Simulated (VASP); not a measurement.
# TaC2 (P-1) in VASP: single point with PBE

Aim: the single point of TaC2 with PBE.

Program: VASP 6.6.1. These are calculated values, not measurements. Logs are shortened: lines on timing, memory, paths and dates and some standing lists are left out, and cuts for length are marked.

## Step 1: The cell of the first run

The typed cell holds 6 atoms: a = 3.710 Å, b = 3.708 Å, c = 4.488 Å, α = 89.94°, β = 90.01°, γ = 105.42°.

## Step 2: Single point, PBE

Input file INCAR:

```
SYSTEM = TaC2
  PREC = Accurate
  ENCUT = 1300
  EDIFF = 1E-6
  ISMEAR = 0
  SIGMA = 0.2
  LREAL = .False.
  LASPH = .True.
  NELM = 120
  ALGO = Normal
  ISIF = 2
  LWAVE = .False.
  LCHARG = .False.
  GGA = PE
  NBANDS = 30
  GGA_COMPAT = .False.
```

Input file KPOINTS:

```
regular mesh
0
Gamma
  6 6 6
  0 0 0
```

Input file POSCAR:

```
TaC2
1.0
    1.5898827333     -1.5893515114     -2.9512411311
    1.5868856446     -1.5897297829      2.9499342922
   -3.1725452294     -3.1748987119      0.0016883558
Ta C
2 4
Direct
    0.9999917565     -0.0000047254      1.0000060767
    0.5000063639      0.5000048748      0.4999951436
    0.1170297975      0.8829630902      0.5000229454
    0.6170112888      0.3829534043      1.0000316598
    0.8829878790      0.1170455120      0.4999728166
    0.3829729142      0.6170378440      0.9999713580
```

Potentials or basis: VASP PAW PBE potentials, release 64 (Ta_sv_GW, C_h).

Command:

```
$ cat potpaw_PBE.64/Ta_sv_GW/POTCAR potpaw_PBE.64/C_h/POTCAR > POTCAR
$ mpirun -np 1 vasp_std > vasp.out
```

OUTCAR:

```text
SYSTEM = TaC2
   PREC = Accurate
   ENCUT = 1300
   EDIFF = 1E-6
   ISMEAR = 0
   LREAL = .False.
   LASPH = .True.
   NELM = 120
   ISIF = 2
   GGA = PE

 ion  position               nearest neighbor table
   1  1.000  1.000  0.000-   4 2.26   6 2.26   3 2.35   5 2.35   5 2.35   3 2.35   4 2.35   6 2.35
                             6 2.35   4 2.35   2 3.17   2 3.17   2 3.18   2 3.18
   2  0.500  0.500  0.500-   3 2.26   5 2.26   6 2.35   4 2.35   4 2.35   6 2.35   3 2.35   5 2.35
                             5 2.35   3 2.35   1 3.17   1 3.17   1 3.18   1 3.18
   3  0.117  0.883  0.500-   5 1.38   2 2.26   1 2.35   1 2.35   2 2.35   2 2.35
   4  0.617  0.383  0.000-   6 1.38   1 2.26   2 2.35   2 2.35   1 2.35   1 2.35
   5  0.883  0.117  0.500-   3 1.38   2 2.26   1 2.35   1 2.35   2 2.35   2 2.35
   6  0.383  0.617  1.000-   4 1.38   1 2.26   2 2.35   2 2.35   1 2.35   1 2.35

  LATTYP: Found a triclinic cell.
 ALAT       =     3.7077701061
 B/A-ratio  =     1.0005828568
 C/A-ratio  =     1.2105176836
 COS(alpha) =     0.0001758150
 COS(beta)  =     0.0010663055
 COS(gamma) =     0.2658098037

  Lattice vectors:

 A1 = (   1.5868856446,  -1.5897297829,   2.9499342922)
 A2 = (  -1.5898827333,   1.5893515114,   2.9512411311)
 A3 = (  -3.1725452294,  -3.1748987119,   0.0016883558)

Analysis of symmetry for initial positions (statically):
=====================================================================
 Subroutine PRICEL returns:
 Original cell was already a primitive cell.

 Routine SETGRP: Setting up the symmetry group for a
 triclinic supercell.

 Subroutine GETGRP returns: Found  2 space group operations
 (whereof  1 operations were pure point group operations)
 out of a pool of  2 trial point group operations.

The static configuration has the point symmetry C_1 .
 The point group associated with its full space group is S_2 .

Analysis of symmetry for dynamics (positions and initial velocities):
=====================================================================
 Subroutine PRICEL returns:
 Original cell was already a primitive cell.

 Routine SETGRP: Setting up the symmetry group for a
 triclinic supercell.

 Subroutine GETGRP returns: Found  2 space group operations
 (whereof  1 operations were pure point group operations)
 out of a pool of  2 trial point group operations.

The dynamic configuration has the point symmetry C_1 .
 The point group associated with its full space group is S_2 .

 Subroutine INISYM returns: Found  2 space group operations
 (whereof  1 operations are pure point group operations),
 and found     1 'primitive' translations

----------------------------------------------------------------------------------------

                                     Primitive cell

  volume of cell :      59.5183

  direct lattice vectors                    reciprocal lattice vectors
     1.589882733 -1.589351511 -2.951241131     0.157313821 -0.157287285 -0.169387951
     1.586885645 -1.589729783  2.949934292     0.157473713 -0.157266829  0.169527662
    -3.172545229 -3.174898712  0.001688356    -0.157601125 -0.157486427 -0.000090137

  length of vectors
     3.709931205  3.707770106  4.488321280     0.279605447  0.279768572  0.222800578

  position of ions in fractional coordinates (direct lattice)
     0.999991757  0.999995275  0.000006077
     0.500006364  0.500004875  0.499995144
     0.117029798  0.882963090  0.500022945
     0.617011289  0.382953404  0.000031660
     0.882987879  0.117045512  0.499972817
     0.382972914  0.617037844  0.999971358

  ion indices of the primitive-cell ions
   primitive index   ion index
                 1           1
                 2           2
                 3           3
                 4           4
                 5           5
                 6           6

----------------------------------------------------------------------------------------

 KPOINTS: regular mesh

Automatic generation of k-mesh.
 Grid dimensions read from file:
 generate k-points for:    6    6    6

 Generating k-lattice:

  Cartesian coordinates                     Fractional coordinates (reciprocal lattice)
     0.026218970 -0.026214548 -0.028231325     0.166666667  0.000000000 -0.000000000
     0.026245619 -0.026211138  0.028254610    -0.000000000  0.166666667 -0.000000000
    -0.026266854 -0.026247738 -0.000015023    -0.000000000 -0.000000000  0.166666667

  Length of vectors
     0.046600908  0.046628095  0.037133430

  Shift w.r.t. Gamma in fractional coordinates (k-lattice)
     0.000000000  0.000000000  0.000000000

 Subroutine IBZKPT returns following result:
 ===========================================

 Found    112 irreducible k-points:

 Following reciprocal coordinates:
            Coordinates               Weight
  0.000000  0.000000  0.000000      1.000000
  0.166667  0.000000 -0.000000      2.000000
  0.333333  0.000000  0.000000      2.000000
  0.500000  0.000000  0.000000      1.000000
  0.000000  0.166667 -0.000000      2.000000
  0.166667  0.166667 -0.000000      2.000000
[... 16 lines left out ...]
  0.333333  0.000000  0.166667      2.000000
  0.500000  0.000000  0.166667      2.000000
 [... further k-points ...]
   k-points           NKPTS =    112   k-points in BZ     NKDIM =    112   number of bands    NBANDS=     30
   number of dos      NEDOS =    301   number of ions     NIONS =      6
   total plane-waves  NPLWV = 124416
   dimension x,y,z NGX =    48 NGY =   48 NGZ =   54
   dimension x,y,z NGXF=    96 NGYF=   96 NGZF=  108
   ions per type =               2   4
   NGX,Y,Z   is equivalent  to a cutoff of  21.51, 21.52, 20.00 a.u.
   NGXF,Y,Z  is equivalent  to a cutoff of  43.02, 43.04, 40.00 a.u.
 SYSTEM =  TaC2
   PREC   = accura    normal or accurate (medium, high low for compatibility)
   ISTART =      0    job   : 0-new  1-cont  2-samecut
   ICHARG =      2    charge: 1-file 2-atom 10-const
   ISPIN  =      1    spin polarized calculation?
   LNONCOLLINEAR =      F non collinear calculations
   LSORBIT =      F    spin-orbit coupling
   LASPH  =      T    aspherical Exc in radial PAW
   ENCUT  = 1300.0 eV  95.55 Ry    9.77 a.u.  10.91 10.90 13.20*2*pi/ulx,y,z
   NELM   =    120;   NELMIN=  2; NELMDL= -5     # of ELM steps
   EDIFF  = 0.1E-05   stopping-criterion for ELM
   LREAL  =      F    real-space projection
   EDIFFG = 0.1E-04   stopping-criterion for IOM
   NSW    =      0    number of steps for IOM
   IBRION =     -1    ionic relax: 0-MD 1-quasi-New 2-CG
   NFREE  =      0    steps in history (QN), initial steepest desc. (CG)
   ISIF   =      2    stress and relaxation
   ISYM   =      2    0-nonsym 1-usesym 2-fastsym
   POTIM  = 0.5000    time-step for ionic-motion
   TEBEG  =    0.0;   TEEND  =   0.0 temperature during run
   PSTRESS=    0.0 pullay stress
   NELECT =      42.0000    total number of electrons
   NUPDOWN=      -1.0000    fix difference up-down
   EMIN   =  10.00;   EMAX   =-10.00  energy-range for DOS
   EFERMI =   0.00;   METHOD = LEGACY
   ISMEAR =     0;   SIGMA  =   0.20  broadening in eV -4-tet -1-fermi 0-gaus
   EFERMI_NEDOS =   21; number of points for ismear=-14 and -15
   IALGO  =     38    algorithm
   IMIX   =      4    mixing-type and parameters
     AMIX     =   0.40;   BMIX     =  1.00
     AMIX_MAG =   1.60;   BMIX_MAG =  1.00
  volume/ion in A,a.u.               =       9.92        66.94
  Fermi-wavevector in a.u.,A,eV,Ry     =   1.457497  2.754270 28.902818  2.124297
  Thomas-Fermi vector in A             =   2.574291
   LORBIT       =      0    0 simple, 1 ext, 2 COOP (PROOUT), +10 PAW based schemes
   GGA     = PE    functional components
   LHFCALC =     F    Hartree Fock is set to
   AEXX    =    0.0000 exact exchange contribution
   IVDW    =     0    specifies the selected vdW correction
   LEPSILON=     F    determine dielectric tensor
   LRPA    =     F    only Hartree local field effects (RPA)
 non-spin polarized calculation
 Gauss-broadening in eV      SIGMA  =   0.20
  energy-cutoff  :     1300.00
  volume of cell :       59.52
 maximum number of plane-waves:      6390
 NGX is ok and might be reduce to    48
   NGX = 21   NGY = 21   NGZ = 27

 number of electron      42.0000000 magnetization

 Free energy of the ion-electron system (eV)
  ---------------------------------------------------
  ext. energy  EPLUGINS =         0.00000000
  ---------------------------------------------------
  free energy    TOTEN  =       -62.28970214 eV

  energy without entropy =      -62.23942535  energy(sigma->0) =      -62.26456375

 E-fermi :  11.4336     XC(G=0): -13.1416

 val. band max:       11.3389023542   @ k =  -0.0000   0.0000   0.3333
 cond. band min:      11.4463481688   @ k =  -0.3333   0.0000   0.3333
 fundamental gap:      0.1074458145
 Fermi energy:        11.4336199904

 k-point     1 :       0.0000    0.0000    0.0000
  band No.  band energies     occupation
      1     -57.5572      2.00000
      2     -57.5265      2.00000
      3     -24.2856      2.00000
      4     -24.2310      2.00000
      5     -23.9486      2.00000
      6     -23.9463      2.00000
[... 22 lines left out ...]
     29      18.3326      0.00000
     30      19.3315      0.00000

 k-point     2 :       0.1667    0.0000   -0.0000
  band No.  band energies     occupation
      1     -57.5547      2.00000
      2     -57.5282      2.00000
      3     -24.2618      2.00000
      4     -24.2229      2.00000
      5     -23.9793      2.00000
      6     -23.9682      2.00000
[... 22 lines left out ...]
     29      17.5433      0.00000
     30      18.2218      0.00000

 k-point     3 :       0.3333    0.0000    0.0000
  band No.  band energies     occupation
      1     -57.5484      2.00000
      2     -57.5330      2.00000
      3     -24.1977      2.00000
      4     -24.1954      2.00000
      5     -24.0574      2.00000
      6     -24.0281      2.00000
[... 22 lines left out ...]
     29      16.6784      0.00000
     30      17.4263      0.00000

 k-point     4 :       0.5000    0.0000    0.0000
  band No.  band energies     occupation
      1     -57.5403      2.00000
      2     -57.5403      2.00000
      3     -24.1399      2.00000
      4     -24.1399      2.00000
      5     -24.1119      2.00000
      6     -24.1118      2.00000
[... 22 lines left out ...]
     29      16.1650      0.00000
     30      16.1650      0.00000

 k-point     5 :       0.0000    0.1667   -0.0000
  band No.  band energies     occupation
      1     -57.5547      2.00000
      2     -57.5282      2.00000
      3     -24.2618      2.00000
      4     -24.2229      2.00000
      5     -23.9793      2.00000
      6     -23.9682      2.00000
[... 22 lines left out ...]
     29      17.5503      0.00000
     30      18.2218      0.00000
[... 526 lines left out ...]
     29      17.4621      0.00000
     30      17.9031      0.00000

 k-point    22 :       0.1667    0.0000    0.1667
  band No.  band energies     occupation
      1     -57.5530      2.00000
      2     -57.5299      2.00000
      3     -24.2828      2.00000
      4     -24.1712      2.00000
      5     -24.0493      2.00000
      6     -23.9394      2.00000
[... 22 lines left out ...]
     29      17.2131      0.00000
     30      17.3727      0.00000

 k-point    23 :       0.3333    0.0000    0.1667
  band No.  band energies     occupation
      1     -57.5473      2.00000
      2     -57.5340      2.00000
      3     -24.2792      2.00000
      4     -24.1493      2.00000
      5     -24.0971      2.00000
      6     -23.9598      2.00000
[... 22 lines left out ...]
     29      16.6659      0.00000
     30      16.8597      0.00000

 k-point    24 :       0.5000    0.0000    0.1667
  band No.  band energies     occupation
      1     -57.5403      2.00000
      2     -57.5403      2.00000
      3     -24.2344      2.00000
      4     -24.2343      2.00000
      5     -24.0202      2.00000
      6     -24.0194      2.00000
[... 22 lines left out ...]
     29      16.2333      0.00000
     30      16.2358      0.00000

 [... further k-points ...]

------------------------ aborting loop because EDIFF is reached ----------------------------------------

  FORCE on cell =-STRESS in cart. coord.  units (eV):
  Direction    XX          YY          ZZ          XY          YZ          ZX
  --------------------------------------------------------------------------------------
  -------------------------------------------------------------------------------------
  Total        0.1220576      0.0626621     -0.0053270      0.0241970      0.0023543      0.0345105
  in kB        3.2856744      1.6868039     -0.1433975      0.6513597      0.0633742      0.9289905
  external PRESSURE =       1.6096936 kB  Pullay stress =       0.0000000 kB

 VOLUME and BASIS-vectors are now :
 -----------------------------------------------------------------------------
  energy-cutoff  :     1300.00
  volume of cell :       59.52
      direct lattice vectors                 reciprocal lattice vectors
     1.589882733 -1.589351511 -2.951241131     0.157313821 -0.157287285 -0.169387951
     1.586885645 -1.589729783  2.949934292     0.157473713 -0.157266829  0.169527662
    -3.172545229 -3.174898712  0.001688356    -0.157601125 -0.157486427 -0.000090137

 POSITION                                       TOTAL-FORCE (eV/Angst)
 -----------------------------------------------------------------------------------
      3.17673     -3.17908     -0.00130         0.000118      0.000045     -0.000016
      0.00214     -3.17699      0.00019        -0.000118     -0.000045      0.000016
      0.00088     -3.17720      2.26014         0.000997      0.000446      0.008403
      1.58858     -1.58954     -0.69126         0.001291      0.000523      0.008387
      0.00340     -3.17681     -2.25979        -0.001291     -0.000523     -0.008387
     -1.58440     -4.76441      0.69166        -0.000997     -0.000446     -0.008403
 -----------------------------------------------------------------------------------
    total drift:                               -0.007768     -0.001307      0.003836

  FREE ENERGIE OF THE ION-ELECTRON SYSTEM (eV)
  ---------------------------------------------------
  free  energy   TOTEN  =       -62.2897021420 eV

  energy  without entropy=      -62.2394253516  energy(sigma->0) =      -62.26456375
```

Run time: 18 min. Hardware: 1 thread of Intel Xeon Platinum 8259CL at 2.50GHz (Skylake/Cascade Lake), shared host; peak memory 0.86 GiB.

What came out:

- Free energy: -62.2897 eV
- Pressure: 0.2 GPa
- Largest force: 0.009 eV/Å
- Band gap on the k mesh: zero (bands 21 and 22 overlap by 4.39 eV)

Forces on the atoms (eV/Å):
```
Ta   0.000  0.000  0.000
Ta   0.000  0.000  0.000
C    0.001  0.000  0.008
C    0.001  0.001  0.008
C   -0.001 -0.001 -0.008
C   -0.001  0.000 -0.008
```

Caveat: spin-orbit coupling is left out, which moves the levels of the heavy elements.

The gap in the log of VASP goes by the Fermi energy; the results here count the filled bands.